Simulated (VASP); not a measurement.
A run of VASP 6.6.1:

Contents of INCAR:

```
PREC = Accurate ; ENCUT = 520
EDIFF = 1E-7 ; ISMEAR = -1
SIGMA = 0.05 ; LREAL = False
LASPH = True ; NELM = 150
ALGO = Normal ; ISIF = 2
LWAVE = False ; LCHARG = False
MAGMOM = 0 0 0 ; LORBIT = 11
LSORBIT = True ; GGA_COMPAT = False
LORBMOM = True ; GGA = PS
NBANDS = 25
```

Contents of KPOINTS:

```
Automatic mesh
0
Gamma
  11 11 10
```

File POSCAR:

```
Ge
1.0
    1.3971490000     -2.6005160000      0.0000000000
    1.3971490000      2.6005160000      0.0000000000
    0.0000000000      0.0000000000      2.6982310000
Ge
1
Direct
    0.5000000000      0.5000000000      0.0000000000
```

Potentials or basis: VASP PAW PBE potentials, release 64 (Ge_d).

Run with:

```console
$ cat potpaw_PBE.64/Ge_d/POTCAR > POTCAR
$ mpirun -np 1 vasp_ncl > vasp.out
```

Hardware: 1 thread of Intel(R) Xeon(R) 6975P-C (Granite Rapids), with other jobs on the host.

Question: How long does it take, and how much memory?

Answer: Wall time 57 s on 1 thread of Intel(R) Xeon(R) 6975P-C (Granite Rapids) (shared host), peak memory 0.28 GiB. Counts: scf iterations 11, k points 216.
